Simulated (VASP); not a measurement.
Runs of VASP 6.6.1 on Mo. The structure is that of space group Fm-3m (No. 225), or close to it. The cells are those of the table. 

```csv
level,potentials or basis,cell,k mesh,gap on the mesh (eV),pressure (GPa)
PBEsol,"VASP PAW PBE potentials, release 64 (Mo_sv)","a = 2.776, b = 2.823, c = 2.762 Å, angles 59.2, 60.1, 58.3°, 1 atom",16 × 16 × 16,none,10.1
PBEsol,"VASP PAW PBE potentials, release 64 (Mo_sv)","a = 2.771 Å, angles 60.0°, 1 atom",18 × 18 × 18,none,(a)
PBEsol,"VASP PAW PBE potentials, release 64 (Mo_sv)","a = 2.812, b = 2.793, c = 2.741 Å, angles 60.9, 60.1, 58.2°, 1 atom",16 × 16 × 16,none,(b)
LDA,"VASP PAW LDA potentials, release 64 (Mo_sv)","a = 2.827 Å, angles 60.0°, 1 atom",18 × 18 × 18,none,-10.5
PBEsol,"VASP PAW PBE potentials, release 64 (Mo_sv)","a = 2.801, b = 2.801, c = 2.753 Å, angles 59.9, 59.6, 60.2°, 1 atom",16 × 16 × 16,none,6.0
```

Alike in all rows: task single point; no spin polarisation; cutoff (eV) 520; smearing gaussian 0.1 eV.

Q: Estimate the missing entries.

A: (a) 9.5; (b) 8.2.

Caveats: the cell stands under pressure (at least some runs); the PAW data sets were made with another functional, which shifts forces and pressure a little (at least some runs); the cell stands under tension (at least some runs).

A k mesh can miss the band edges, and the runs leave out spin-orbit coupling on Mo.

A gap of «none» marks levels without a gap at the run's occupations.
